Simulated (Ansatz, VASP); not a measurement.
Two plane-wave programs on BaTiO3

The input INCAR:

```
PREC = Accurate
ENCUT = 600
EDIFF = 1E-6
ISMEAR = -1
SIGMA = 0.05
LREAL = False
LASPH = True
NELM = 150
ALGO = Normal
ISIF = 3
LWAVE = False
LCHARG = False
LMAXMIX = 4
LDAU = True
LDAUTYPE = 2
LDAUL = -1 2 -1
LDAUU = 0 5 0
LDAUJ = 0 0 0
LDAUPRINT = 1
GGA = PE
IBRION = 2
NSW = 60
EDIFFG = -0.01
```

KPOINTS

```
Automatic mesh
0
Gamma
  7 7 7
```

The input POSCAR:

```
BaTiO3
1.0
    3.9998000000      0.0000000000      0.0000000000
    0.0000000000      3.9998000000      0.0000000000
    0.0000000000      0.0000000000      4.0180000000
Ba Ti O
1 1 3
Direct
    0.0000000000      0.0000000000      0.0000000000
    0.5000000000      0.5000000000      0.4900000000
    0.0000000000      0.5000000000      0.5170000000
    0.5000000000      0.0000000000      0.5170000000
    0.5000000000      0.5000000000      0.0190000000
```

Contents of input.yaml:

```yaml
crystal:
  lattice:
    - [3.9998, 0.0, 0.0]
    - [0.0, 3.9998, 0.0]
    - [0.0, 0.0, 4.018]
  atoms:
    - { symbol: Ba, position: [0.0, 0.0, 0.0] }
    - { symbol: Ti, position: [0.5, 0.5, 0.49] }
    - { symbol: O, position: [0.0, 0.5, 0.517] }
    - { symbol: O, position: [0.5, 0.0, 0.517] }
    - { symbol: O, position: [0.5, 0.5, 0.019] }
hamiltonian:
  xc: pbe
  pseudopotentials: { kind: paw }
  hubbard: { sites: [{ species: Ti, l: d, u_eff: 5.0 }] }
kpoints:
  mp_grid: { grid: [7, 7, 7] }
scf:
  occupations: { method: fermi_dirac, width: 0.05 }
output:
  forces: true
  stress: true
  write_density: true
  write_potential: true
  elf: true
  volumetric_format: npy
relax:
  f_tol: 0.01
  max_steps: 40
  cell: { stress_tol: 0.05 }
```

Alike in both runs: task relaxation of cell and atoms; functional PBE; k mesh 7 × 7 × 7; occupations fermi-dirac, width 0.05 eV; no spin polarisation; Hubbard terms Ti d U = 5.0 eV.

|  | VASP | Ansatz |
| --- | --- | --- |
| version | VASP 6.6.1 | Ansatz 0.2.0 |
| potentials or method | VASP PAW PBE potentials, release 64 (Ba_sv, Ti_sv, O) | Ansatz PAW |
| plane-wave cutoff (eV) | 600 | 420 |
| valence electrons in the cell | 40 | 40 |

```tsv
	VASP	Ansatz	Ansatz less VASP
gap on the k mesh at the Fermi level, each at its own relaxed structure (eV)	2.30	2.49	+0.196
relaxed volume (Å³/atom)	13.40	13.25	-0.147
relaxed cell length with the largest relative difference (Å)	4.061	4.019	-0.0417
```

The programs project onto different local orbitals, so the same U acts differently, and such runs can settle in different states.

Spin-orbit coupling is off throughout. Noted on Ansatz's run: odd divisions of the mesh miss points on the zone boundary, where band edges often lie, so the gap on the mesh can be too wide; the plane-wave basis is chosen anew once the cell has moved, so the energies of steps on either side of that aren't comparable.
